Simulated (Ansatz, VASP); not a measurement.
Two plane-wave programs on TaN

INCAR

```
PREC     = Accurate       # precision mode
ENCUT    = 520            # plane-wave cutoff, eV
EDIFF    = 1E-6           # SCF threshold, eV
ISMEAR   = 0              # smearing method
SIGMA    = 0.15           # smearing width, eV
LREAL    = False          # projectors in reciprocal space
LASPH    = True           # aspherical terms in the spheres
NELM     = 100            # most SCF steps
ALGO     = Normal         # electronic algorithm
ISIF     = 2              # what is computed and relaxed
LWAVE    = False          # write WAVECAR
LCHARG   = True           # write CHGCAR
GGA      = PS             # functional
LELF     = True           # ELF
LVHAR    = True         
NBANDS   = 15             # bands
```

Contents of KPOINTS:

```
Automatic mesh
0
Gamma
  18 18 16
```

The input POSCAR:

```
TaN
1.0
    2.9379988584      0.0000000000      0.0000000000
   -1.4689994292      2.6588788218      0.0000000000
    0.0000000000      0.0000000000      2.8830000000
Ta N
1 1
Direct
    0.3333333333      0.6666666667      0.5000000000
    0.0000000000      0.0000000000      0.0000000000
```

Input for Ansatz:

```yaml
crystal:
  lattice:
    - [2.9379988584, 0.0, 0.0]
    - [-1.4689994292, 2.6588788218, 0.0]
    - [0.0, 0.0, 2.883]
  atoms:
    - { symbol: Ta, position: [0.3333333333, 0.6666666667, 0.5] }
    - { symbol: "N", position: [0.0, 0.0, 0.0] }
basis:
  ecutwfc: 420
kpoints:
  mp_grid: { grid: [18, 18, 16] }
hamiltonian:
  xc: pbesol
scf:
  occupations: { method: gaussian, width: 0.15 }
output:
  forces: true
  stress: true
  eigenvalues: true
```

Change from the starting cell: strain +0.0450 x Voigt [0, 1, 0, 0, 0, 0], atoms carried along.

Alike in both runs: task single point; functional PBEsol; k mesh 18 × 18 × 16; occupations gaussian, width 0.15 eV; no spin polarisation.

```csv
,VASP,Ansatz
version,VASP 6.6.1,Ansatz 0.2.0
potentials or method,"VASP PAW PBE potentials, release 64 (Ta_pv, N), cutoff 520 eV","scalar-relativistic, plane waves, PAW"
valence electrons in the cell,16,18
```

Ansatz gave:

| Property | Result |
| --- | --- |
| gap on the k mesh at the Fermi level (eV) | none |
| pressure (GPa) | -17.6 |
| traceless stress, the component that is largest in VASP (GPa) | -12.61 |
| rms of the force components (eV/Å) | 0.001 |

Q: What did VASP give for the same quantities?

A: gap on the k mesh at the Fermi level (eV): none; pressure (GPa): -17.0; traceless stress, the component that is largest in VASP (GPa): -12.68; rms of the force components (eV/Å): 0.004.

VASP's potentials were made for PBE, not for PBEsol. Atom by atom the forces differ by 0.003 eV/Å (rms over components). A gap of «none» marks a metal or a gap that the smearing closes. VASP's potentials hold 16 valence electrons a cell and Ansatz's 18, so a difference there can come from the potentials and not from the codes.

Spin-orbit coupling is off throughout.
